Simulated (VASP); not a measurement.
Ti:

```
Ti
1.0
     2.95000    0.00000    0.00000
    -1.47500    2.55477    0.00000
     0.00000    0.00000    4.68000
Ti
2
Direct
  0.33333 0.66667 0.25000
  0.66667 0.33333 0.75000
```

| Item | Value |
| --- | --- |
| Program | VASP 6.6.1 |
| Task | relaxation of cell and atoms |
| Functional | PBE |
| Potentials or basis | VASP PAW PBE potentials, release 64 (Ti_sv) |
| Cutoff | 600 eV |
| k mesh | 7 × 7 × 4 |
| Occupations | gaussian, width 0.05 eV |
| Spin | no spin polarisation |

At the start: pressure -1.7 GPa; volume 17.64 Å³/atom.

Question: How do energy, volume and symmetry change on relaxing?

Answer: Over 5 steps the energy falls by 2.1 meV/atom and the volume is 17.36 Å³/atom (-1.5 %); space group P6_3/mmc (No. 194, to 0.05 Å).

Step by step:
```
step  energy change (eV)  largest force (eV/Å)  pressure (GPa)  volume (Å³)
   1              0.0000                0.0000           -1.68        35.27
   2             -0.0023                0.0000            1.29        34.34
   3             -0.0036                0.0000            0.15        34.68
   4             -0.0040                0.0000            0.07        34.71
   5             -0.0041                0.0000            0.01        34.73
```

Final structure:
```xyz
2
Lattice="2.9221 0.0000 0.0000 -1.4611 2.5306 0.0000 0.0000 0.0000 4.6959" Properties=species:S:1:pos:R:3 pbc="T T T"
Ti    0.0000    1.6871    1.1740
Ti    1.4611    0.8435    3.5219
```
